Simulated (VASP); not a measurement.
Input of a VASP 6.6.1 run:

INCAR

```
SYSTEM = SiO2
PREC     = Accurate       ! precision mode
ENCUT    = 520            ! plane-wave cutoff, eV
EDIFF    = 1E-6           ! SCF threshold, eV
ISMEAR   = 0              ! smearing method
SIGMA    = 0.05           ! smearing width, eV
LREAL    = .False.        ! projectors in reciprocal space
LASPH    = .True.         ! aspherical terms in the spheres
NELM     = 80             ! most SCF steps
ALGO     = Normal         ! electronic algorithm
ISIF     = 2              ! what is computed and relaxed
LWAVE    = .False.        ! write WAVECAR
LCHARG   = .False.        ! write CHGCAR
GGA      = PE             ! functional
NBANDS   = 34             ! bands
```

The input KPOINTS:

```
Automatic mesh
0
Gamma
  6 6 4
  0 0 0
```

The input POSCAR:

```
SiO2
1.0
    5.1053779309      0.0000000000      0.0000000000
   -2.5526889655      4.4213869841      0.0000000000
    0.0000000000      0.0000000000      5.4174953921
Si O
3 6
Direct
    0.0000000000      0.5000000000      0.3333333333
    0.5000000000      0.5000000000      0.6666666667
    0.5000000000      0.0000000000      0.0000000000
    0.5839605948      0.7919802974      0.8333333333
    0.7919802974      0.5839605948      0.5000000000
    0.7919802974      0.2080197026      0.1666666667
    0.4160394052      0.2080197026      0.8333333333
    0.2080197026      0.4160394052      0.5000000000
    0.2080197026      0.7919802974      0.1666666667
```

Potentials or basis: VASP PAW PBE potentials, release 64 (Si, O).

The run is started by

```console
$ cat potpaw_PBE.64/Si/POTCAR potpaw_PBE.64/O/POTCAR > POTCAR
$ mpirun -np 1 vasp_std > vasp.out
```

Predict the largest force.

0.187 eV/Å.

Predict the pressure.

5.7 GPa.

What does it give for the band gap on the k mesh?

5.73 eV, indirect (least direct gap 6.00 eV).

Stress tensor (GPa, compression positive):
```
5.03 0.00 0.00
0.00 5.03 0.00
0.00 0.00 6.98
```

Caveat: the cell differs from its parent crystal (strain +0.000 along x and y, -0.030 along z). A k mesh can miss the band edges.
